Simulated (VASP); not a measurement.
# Re (Fd-3m) in VASP: a series of runs

Re is run at these levels: LDA; tasks: single point.

Program: VASP 6.6.1. These are calculated values, not measurements. Logs are shortened: lines on timing, memory, paths and dates and some standing lists are left out, and cuts for length are marked.

## 1. The cell of the first run

It takes space group Fd-3m (No. 227, cubic). The conventional cell has a = 5.487 Å, b = 5.487 Å, c = 5.487 Å, α = 90.00°, β = 90.00°, γ = 90.00°. Within 3.1 Å of Re (site symmetry -43m) lie 4 Re at 2.38 Å.

This isn't the form of Re at room conditions, which is hcp.

## 2. Single point, LDA (20.64 Å³/atom)

Contents of INCAR:

```
ALGO = Normal
EDIFF = 1E-6
ENCUT = 560
GGA_COMPAT = False
ISIF = 2
ISMEAR = -1
LASPH = True
LCHARG = False
LREAL = False
LWAVE = False
NBANDS = 22
NELM = 120
PREC = Accurate
SIGMA = 0.1
```

Contents of KPOINTS:

```
k-points
0
Gamma
  11 11 11
```

Contents of POSCAR:

```
Re
1.0
    0.0000000000      2.7432576005      2.7432576005
    2.7432576005      0.0000000000      2.7432576005
    2.7432576005      2.7432576005      0.0000000000
Re
2
Direct
    0.1250000000      0.1250000000      0.1250000000
    0.8750000000      0.8750000000      0.8750000000
```

Potentials or basis: VASP PAW LDA potentials, release 64 (Re_sv_GW).

Run with:

```bash
> cat potpaw_LDA.64/Re_sv_GW/POTCAR > POTCAR
> mpirun -np 1 vasp_std > vasp.out
```

OUTCAR:

```text
EDIFF = 1E-6
   ENCUT = 560
   ISIF = 2
   ISMEAR = -1
   LASPH = True
   LREAL = False
   NELM = 120
   PREC = Accurate

 ion  position               nearest neighbor table
   1  0.125  0.125  0.125-   2 2.38   2 2.38   2 2.38   2 2.38
   2  0.875  0.875  0.875-   1 2.38   1 2.38   1 2.38   1 2.38

  LATTYP: Found a face centered cubic cell.
 ALAT       =     5.4865152010

  Lattice vectors:

 A1 = (   0.0000000000,   2.7432576005,   2.7432576005)
 A2 = (   2.7432576005,   0.0000000000,   2.7432576005)
 A3 = (   2.7432576005,   2.7432576005,   0.0000000000)

Analysis of symmetry for initial positions (statically):
=====================================================================
 Subroutine PRICEL returns:
 Original cell was already a primitive cell.

 Routine SETGRP: Setting up the symmetry group for a
 face centered cubic supercell.

 Subroutine GETGRP returns: Found 48 space group operations
 (whereof 12 operations were pure point group operations)
 out of a pool of 48 trial point group operations.

The static configuration has the point symmetry D_3d.
 The point group associated with its full space group is O_h .

Analysis of symmetry for dynamics (positions and initial velocities):
=====================================================================
 Subroutine PRICEL returns:
 Original cell was already a primitive cell.

 Routine SETGRP: Setting up the symmetry group for a
 face centered cubic supercell.

 Subroutine GETGRP returns: Found 48 space group operations
 (whereof 12 operations were pure point group operations)
 out of a pool of 48 trial point group operations.

The dynamic configuration has the point symmetry D_3d.
 The point group associated with its full space group is O_h .

 Subroutine INISYM returns: Found 48 space group operations
 (whereof 12 operations are pure point group operations),
 and found     1 'primitive' translations

----------------------------------------------------------------------------------------

                                     Primitive cell

  volume of cell :      41.2886

  direct lattice vectors                    reciprocal lattice vectors
     0.000000000  2.743257600  2.743257600    -0.182265056  0.182265056  0.182265056
     2.743257600  0.000000000  2.743257600     0.182265056 -0.182265056  0.182265056
     2.743257600  2.743257600  0.000000000     0.182265056  0.182265056 -0.182265056

  length of vectors
     3.879552104  3.879552104  3.879552104     0.315692337  0.315692337  0.315692337

  position of ions in fractional coordinates (direct lattice)
     0.125000000  0.125000000  0.125000000
     0.875000000  0.875000000  0.875000000

  ion indices of the primitive-cell ions
   primitive index   ion index
                 1           1
                 2           2

----------------------------------------------------------------------------------------

 KPOINTS: k-points

Automatic generation of k-mesh.
 Grid dimensions read from file:
 generate k-points for:   11   11   11

 Generating k-lattice:

  Cartesian coordinates                     Fractional coordinates (reciprocal lattice)
    -0.016569551  0.016569551  0.016569551     0.090909091  0.000000000  0.000000000
     0.016569551 -0.016569551  0.016569551     0.000000000  0.090909091  0.000000000
     0.016569551  0.016569551 -0.016569551     0.000000000  0.000000000  0.090909091

  Length of vectors
     0.028699303  0.028699303  0.028699303

  Shift w.r.t. Gamma in fractional coordinates (k-lattice)
     0.000000000  0.000000000  0.000000000

 Subroutine IBZKPT returns following result:
 ===========================================

 Found     56 irreducible k-points:

 Following reciprocal coordinates:
            Coordinates               Weight
  0.000000  0.000000  0.000000      1.000000
  0.090909  0.000000  0.000000      8.000000
  0.181818  0.000000  0.000000      8.000000
  0.272727  0.000000  0.000000      8.000000
  0.363636  0.000000  0.000000      8.000000
  0.454545  0.000000  0.000000      8.000000
[... 16 lines left out ...]
 -0.272727  0.181818  0.000000     24.000000
 -0.181818  0.181818  0.000000     12.000000
 [... further k-points ...]
   k-points           NKPTS =     56   k-points in BZ     NKDIM =     56   number of bands    NBANDS=     22
   number of dos      NEDOS =    301   number of ions     NIONS =      2
   total plane-waves  NPLWV =  27000
   dimension x,y,z NGX =    30 NGY =   30 NGZ =   30
   dimension x,y,z NGXF=    60 NGYF=   60 NGZF=   60
   ions per type =               2
   NGX,Y,Z   is equivalent  to a cutoff of  12.86, 12.86, 12.86 a.u.
   NGXF,Y,Z  is equivalent  to a cutoff of  25.71, 25.71, 25.71 a.u.
 SYSTEM =  unknown system
   PREC   = accura    normal or accurate (medium, high low for compatibility)
   ISTART =      0    job   : 0-new  1-cont  2-samecut
   ICHARG =      2    charge: 1-file 2-atom 10-const
   ISPIN  =      1    spin polarized calculation?
   LNONCOLLINEAR =      F non collinear calculations
   LSORBIT =      F    spin-orbit coupling
   LASPH  =      T    aspherical Exc in radial PAW
   ENCUT  =  560.0 eV  41.16 Ry    6.42 a.u.   7.49  7.49  7.49*2*pi/ulx,y,z
   NELM   =    120;   NELMIN=  2; NELMDL= -5     # of ELM steps
   EDIFF  = 0.1E-05   stopping-criterion for ELM
   LREAL  =      F    real-space projection
   EDIFFG = 0.1E-04   stopping-criterion for IOM
   NSW    =      0    number of steps for IOM
   IBRION =     -1    ionic relax: 0-MD 1-quasi-New 2-CG
   NFREE  =      0    steps in history (QN), initial steepest desc. (CG)
   ISIF   =      2    stress and relaxation
   ISYM   =      2    0-nonsym 1-usesym 2-fastsym
   POTIM  = 0.5000    time-step for ionic-motion
   TEBEG  =    0.0;   TEEND  =   0.0 temperature during run
   PSTRESS=    0.0 pullay stress
   NELECT =      30.0000    total number of electrons
   NUPDOWN=      -1.0000    fix difference up-down
   EMIN   =  10.00;   EMAX   =-10.00  energy-range for DOS
   EFERMI =   0.00;   METHOD = LEGACY
   ISMEAR =    -1;   SIGMA  =   0.10  broadening in eV -4-tet -1-fermi 0-gaus
   EFERMI_NEDOS =   21; number of points for ismear=-14 and -15
   IALGO  =     38    algorithm
   IMIX   =      4    mixing-type and parameters
     AMIX     =   0.40;   BMIX     =  1.00
     AMIX_MAG =   1.60;   BMIX_MAG =  1.00
  volume/ion in A,a.u.               =      20.64       139.31
  Fermi-wavevector in a.u.,A,eV,Ry     =   1.471766  2.781234 29.471499  2.166094
  Thomas-Fermi vector in A             =   2.586862
   LORBIT       =      0    0 simple, 1 ext, 2 COOP (PROOUT), +10 PAW based schemes
   GGA     = CA    functional components
   LHFCALC =     F    Hartree Fock is set to
   AEXX    =    0.0000 exact exchange contribution
   IVDW    =     0    specifies the selected vdW correction
   LEPSILON=     F    determine dielectric tensor
   LRPA    =     F    only Hartree local field effects (RPA)
 non-spin polarized calculation
  energy-cutoff  :      560.00
  volume of cell :       41.29
 maximum number of plane-waves:      1267
 NGX is ok and might be reduce to    30
   NGX = 15   NGY = 15   NGZ = 15

 number of electron      29.9999997 magnetization

 Free energy of the ion-electron system (eV)
  ---------------------------------------------------
  ext. energy  EPLUGINS =         0.00000000
  ---------------------------------------------------
  free energy    TOTEN  =       -27.12952504 eV

  energy without entropy =      -27.09060560  energy(sigma->0) =      -27.11006532

 E-fermi :   7.6260     XC(G=0): -12.0244

 val. band max:        7.6188539134   @ k =  -0.3636   0.4545   0.1818
 cond. band min:       7.6783494594   @ k =  -0.3636   0.3636   0.0909
 fundamental gap:      0.0594955461
 Fermi energy:         7.6260030239

 k-point     1 :       0.0000    0.0000    0.0000
  band No.  band energies     occupation
      1     -71.5840      2.00000
      2     -71.1198      2.00000
      3     -34.1286      2.00000
      4     -34.1286      2.00000
      5     -34.1286      2.00000
      6     -32.9362      2.00000
[... 14 lines left out ...]
     21      19.5109      0.00000
     22      20.4994      0.00000

 k-point     2 :       0.0909    0.0000    0.0000
  band No.  band energies     occupation
      1     -71.5772      2.00000
      2     -71.1270      2.00000
      3     -34.1403      2.00000
      4     -34.1403      2.00000
      5     -34.1271      2.00000
      6     -32.9387      2.00000
[... 14 lines left out ...]
     21      19.7196      0.00000
     22      20.5880      0.00000

 k-point     3 :       0.1818    0.0000    0.0000
  band No.  band energies     occupation
      1     -71.5575      2.00000
      2     -71.1475      2.00000
      3     -34.1704      2.00000
      4     -34.1704      2.00000
      5     -34.1234      2.00000
      6     -32.9442      2.00000
[... 14 lines left out ...]
     21      18.5065      0.00000
     22      20.7323      0.00000

 k-point     4 :       0.2727    0.0000    0.0000
  band No.  band energies     occupation
      1     -71.5284      2.00000
      2     -71.1776      2.00000
      3     -34.2075      2.00000
      4     -34.2075      2.00000
      5     -34.1187      2.00000
      6     -32.9509      2.00000
[... 14 lines left out ...]
     21      17.9499      0.00000
     22      20.1327      0.00000

 k-point     5 :       0.3636    0.0000    0.0000
  band No.  band energies     occupation
      1     -71.4963      2.00000
      2     -71.2107      2.00000
      3     -34.2400      2.00000
      4     -34.2400      2.00000
      5     -34.1153      2.00000
      6     -32.9561      2.00000
[... 14 lines left out ...]
     21      17.8542      0.00000
     22      19.3455      0.00000

 k-point     6 :       0.4545    0.0000    0.0000
  band No.  band energies     occupation
      1     -71.4731      2.00000
      2     -71.2342      2.00000
      3     -34.2583      2.00000
      4     -34.2583      2.00000
      5     -34.1131      2.00000
      6     -32.9584      2.00000
[... 14 lines left out ...]
     21      17.8384      0.00000
     22      18.9121      0.00000

 k-point     7 :       0.0909    0.0909    0.0000
  band No.  band energies     occupation
      1     -71.5748      2.00000
      2     -71.1295      2.00000
      3     -34.1541      2.00000
      4     -34.1541      2.00000
      5     -34.1054      2.00000
      6     -32.9622      2.00000
[... 324 lines left out ...]
      6     -33.1438      2.00000
[... 14 lines left out ...]
     21      16.5569      0.00000
     22      16.8736      0.00000

 k-point    21 :      -0.4545    0.1818    0.0000
  band No.  band energies     occupation
      1     -71.4459      2.00000
      2     -71.2619      2.00000
      3     -34.3669      2.00000
      4     -34.2978      2.00000
      5     -33.9239      2.00000
      6     -33.1477      2.00000
[... 14 lines left out ...]
     21      16.0442      0.00000
     22      17.0333      0.00000

 k-point    22 :      -0.3636    0.1818    0.0000
  band No.  band energies     occupation
      1     -71.4563      2.00000
      2     -71.2514      2.00000
      3     -34.3668      2.00000
      4     -34.2768      2.00000
      5     -33.9446      2.00000
      6     -33.1259      2.00000
[... 14 lines left out ...]
     21      15.9007      0.00000
     22      17.7423      0.00000

 k-point    23 :      -0.2727    0.1818    0.0000
  band No.  band energies     occupation
      1     -71.4855      2.00000
      2     -71.2217      2.00000
      3     -34.3402      2.00000
      4     -34.2428      2.00000
      5     -33.9871      2.00000
      6     -33.0826      2.00000
[... 14 lines left out ...]
     21      16.1424      0.00000
     22      18.9584      0.00000

 k-point    24 :      -0.1818    0.1818    0.0000
  band No.  band energies     occupation
      1     -71.5174      2.00000
      2     -71.1890      2.00000
      3     -34.2904      2.00000
      4     -34.2058      2.00000
      5     -34.0399      2.00000
      6     -33.0296      2.00000
[... 14 lines left out ...]
     21      16.8990      0.00000
     22      18.7244      0.00000

 [... further k-points ...]

------------------------ aborting loop because EDIFF is reached ----------------------------------------

  FORCE on cell =-STRESS in cart. coord.  units (eV):
  Direction    XX          YY          ZZ          XY          YZ          ZX
  --------------------------------------------------------------------------------------
  -------------------------------------------------------------------------------------
  Total        2.2011216      2.2011216      2.2011216     -0.0000000     -0.0000000     -0.0000000
  in kB       85.4131720     85.4131720     85.4131720     -0.0000000     -0.0000000     -0.0000000
  external PRESSURE =      85.4131720 kB  Pullay stress =       0.0000000 kB

 VOLUME and BASIS-vectors are now :
 -----------------------------------------------------------------------------
  energy-cutoff  :      560.00
  volume of cell :       41.29
      direct lattice vectors                 reciprocal lattice vectors
     0.000000000  2.743257600  2.743257600    -0.182265056  0.182265056  0.182265056
     2.743257600  0.000000000  2.743257600     0.182265056 -0.182265056  0.182265056
     2.743257600  2.743257600  0.000000000     0.182265056  0.182265056 -0.182265056

 POSITION                                       TOTAL-FORCE (eV/Angst)
 -----------------------------------------------------------------------------------
      0.68581      0.68581      0.68581        -0.000000     -0.000000     -0.000000
      4.80070      4.80070      4.80070         0.000000      0.000000      0.000000
 -----------------------------------------------------------------------------------
    total drift:                               -0.000000      0.000000      0.000000

  FREE ENERGIE OF THE ION-ELECTRON SYSTEM (eV)
  ---------------------------------------------------
  free  energy   TOTEN  =       -27.1295250404 eV

  energy  without entropy=      -27.0906056009  energy(sigma->0) =      -27.11006532
```

Wall time 27 s (1 thread of AMD EPYC 9R45 (Zen 5), shared host); peak memory 0.15 GiB.

What came out:

- Free energy: -27.1295 eV
- Pressure: 8.5 GPa
- Band gap on the k mesh: zero (bands 15 and 16 overlap by 1.22 eV)

Caveat: the cell stands under pressure; spin-orbit coupling is left out, which moves the levels of the heavy elements.

## 3. Single point, LDA (21.50 Å³/atom)

This run uses another cell than the first one, of 21.50 Å³/atom.

Contents of INCAR:

```
SYSTEM = Re
PREC     = Accurate       ! precision mode
ENCUT    = 560            ! plane-wave cutoff, eV
EDIFF    = 1E-6           ! SCF threshold, eV
ISMEAR   = -1             ! smearing method
SIGMA    = 0.1            ! smearing width, eV
LREAL    = .False.        ! projectors in reciprocal space
LASPH    = .True.         ! aspherical terms in the spheres
NELM     = 120            ! most SCF steps
ALGO     = Normal         ! electronic algorithm
ISIF     = 2              ! what is computed and relaxed
LWAVE    = .False.        ! write WAVECAR
LCHARG   = .False.        ! write CHGCAR
GGA      = CA             ! functional
NBANDS   = 22             ! bands
GGA_COMPAT= .False.
```

Contents of KPOINTS:

```
regular mesh
0
Gamma
  11 11 11
  0 0 0
```

Contents of POSCAR:

```
Re
1.0
    0.0000000000      2.7808411420      2.7808411420
    2.7808411420      0.0000000000      2.7808411420
    2.7808411420      2.7808411420      0.0000000000
Re
2
Direct
    0.1250000000      0.1250000000      0.1250000000
    0.8750000000      0.8750000000      0.8750000000
```

Potentials or basis: VASP PAW LDA potentials, release 64 (Re_sv_GW).

Run with:

```bash
> cat potpaw_LDA.64/Re_sv_GW/POTCAR > POTCAR
> mpirun -np 1 vasp_std > vasp.out
```

It took 54 s on 1 thread of Intel Xeon Platinum 8259CL at 2.50GHz (Skylake/Cascade Lake), shared host; peak memory 0.18 GiB.

Results (log left out):

* Free energy: -27.1826 eV
* Pressure: -0.4 GPa
* Band gap on the k mesh: zero (bands 15 and 16 overlap by 1.18 eV)

Levels at points of the mesh, in eV from the Fermi level:
| k point | band 12 | band 13 | band 14 | band 15 | band 16 | band 17 | band 18 | band 19 |
| --- | --- | --- | --- | --- | --- | --- | --- | --- |
| (0.00, 0.00, 0.00) | -2.32 | -2.32 | -2.32 | 0.65 | 0.65 | 0.65 | 4.33 | 4.33 |

Caveat: spin-orbit coupling is left out, which moves the levels of the heavy elements.

## 4. Single point, LDA (23.22 Å³/atom)

This run uses another cell than the first one, of 23.22 Å³/atom.

Contents of INCAR:

```
PREC = Accurate ; ENCUT = 560
EDIFF = 1E-6 ; ISMEAR = -1
SIGMA = 0.1 ; LREAL = False
LASPH = True ; NELM = 120
ALGO = Normal ; ISIF = 2
LWAVE = False ; LCHARG = False
GGA = CA ; NBANDS = 22
GGA_COMPAT = False
```

Contents of KPOINTS:

```
Automatic mesh
0
Gamma
  11 11 11
```

Contents of POSCAR:

```
Re
1.0
    0.0000000000      2.8531028786      2.8531028786
    2.8531028786      0.0000000000      2.8531028786
    2.8531028786      2.8531028786      0.0000000000
Re
2
Direct
    0.1250000000      0.1250000000      0.1250000000
    0.8750000000      0.8750000000      0.8750000000
```

Run with:

```bash
> cat potpaw_LDA.64/Re_sv_GW/POTCAR > POTCAR
> mpirun -np 1 vasp_std > vasp.out
```

It took 54 s on 1 thread of AMD EPYC 7R43 (Zen 3), shared host; peak memory 0.15 GiB.

The run converged. Its results:

```
Free energy            : -27.0441 eV
Pressure               : -13.5 GPa
Band gap on the k mesh : zero (bands 15 and 16 overlap by 1.10 eV)
```

Levels at points of the mesh, in eV from the Fermi level:
```csv
k point,band 12,band 13,band 14,band 15,band 16,band 17,band 18,band 19
"(0.00, 0.00, 0.00)",-2.17,-2.17,-2.17,0.59,0.59,0.59,3.88,3.88
```

Caveat: the cell stands under tension; spin-orbit coupling is left out, which moves the levels of the heavy elements.

## 5. Single point, LDA (19.78 Å³/atom)

This run uses another cell than the first one, of 19.78 Å³/atom.

Contents of INCAR:

```
PREC = Accurate
ENCUT = 560
EDIFF = 1E-6
ISMEAR = -1
SIGMA = 0.1
LREAL = F
LASPH = T
NELM = 120
ALGO = Normal
ISIF = 2
LWAVE = F
LCHARG = T
GGA = CA
LELF = T
LVHAR = T
NBANDS = 22
GGA_COMPAT = F
```

KPOINTS is that of step 4.

Contents of POSCAR:

```
Re
1.0
    0.0000000000      2.7046150222      2.7046150222
    2.7046150222      0.0000000000      2.7046150222
    2.7046150222      2.7046150222      0.0000000000
Re
2
Direct
    0.1250000000      0.1250000000      0.1250000000
    0.8750000000      0.8750000000      0.8750000000
```

Run with:

```bash
> cat potpaw_LDA.64/Re_sv_GW/POTCAR > POTCAR
> mpirun -np 1 vasp_std > vasp.out
```

It took 35 s on 1 thread of AMD EPYC 7R13 (Zen 3), shared host; peak memory 0.15 GiB.

It converged, with:

- Free energy: -26.9692 eV
- Pressure: 19.6 GPa
- Band gap on the k mesh: zero (bands 15 and 16 overlap by 1.26 eV)

Levels at points of the mesh, in eV from the Fermi level:
```
           k point  band 11  band 12  band 13  band 14  band 15  band 16  band 17  band 18  band 19  band 20
(0.00, 0.00, 0.00)    -3.65    -2.49    -2.49    -2.49     0.72     0.72     0.72     4.85     4.85    11.53
```

Caveat: the cell stands under pressure; spin-orbit coupling is left out, which moves the levels of the heavy elements.

## 6. The runs side by side

```tsv
cell	gap on the mesh (eV)	pressure (GPa)
a = 3.880 Å, angles 60.0°, 2 atoms	none	8.5
a = 3.933 Å, angles 60.0°, 2 atoms	none	-0.4
a = 4.035 Å, angles 60.0°, 2 atoms	none	-13.5
a = 3.825 Å, angles 60.0°, 2 atoms	none	19.6
```

Alike in all rows: task single point; level LDA; potentials or basis VASP PAW LDA potentials, release 64 (Re_sv_GW); no spin polarisation; k mesh 11 × 11 × 11; cutoff (eV) 560; smearing fermi-dirac 0.1 eV.

Caveats: spin-orbit coupling is left out, which moves the levels of the heavy elements; the cell stands under pressure (at least some runs); the cell stands under tension (at least some runs).

Absolute energies hang on the potentials; compare differences alone.

The gap in the log of VASP goes by the Fermi energy; the results here count the filled bands.